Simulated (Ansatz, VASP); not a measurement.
**One calculation of IrRh2, two programs**

```
Ir Rh
1.0
     2.71726    0.00000    0.00000
    -1.35863    2.35322    0.00000
     0.00000    0.00000    6.65794
Ir Rh
1 2
Direct
  0.00000 0.00000 0.50000
  0.66667 0.33333 0.83233
  0.33333 0.66667 0.16767
```

Alike in both runs: functional PBE; k mesh 18 × 18 × 8; occupations gaussian, width 0.1 eV; no spin polarisation.

Ansatz relaxed the structure, and its values are those at the end. VASP's run is a single point on that final structure, the one shown.

|  | VASP | Ansatz |
| --- | --- | --- |
| version | VASP 6.6.1 | Ansatz 0.2.0 |
| potentials or method | VASP PAW PBE potentials, release 64 (Ir, Rh_pv), cutoff 520 eV | scalar-relativistic, plane waves, PAW |
| valence electrons in the cell | 39 | 51 |

Ansatz gave:

```
gap on the k mesh at the Fermi level (eV) : none
pressure (GPa)                            : 0.0
rms of the force components (eV/Å)        : 0.001
```

What did VASP give for the same quantities?

gap on the k mesh at the Fermi level (eV): none; pressure (GPa): 0.2; rms of the force components (eV/Å): 0.013.

A gap of «none» marks a metal or a gap that the smearing closes. VASP's potentials hold 39 valence electrons a cell and Ansatz's 51, so a difference there can come from the potentials and not from the codes.

Spin-orbit coupling is off throughout.
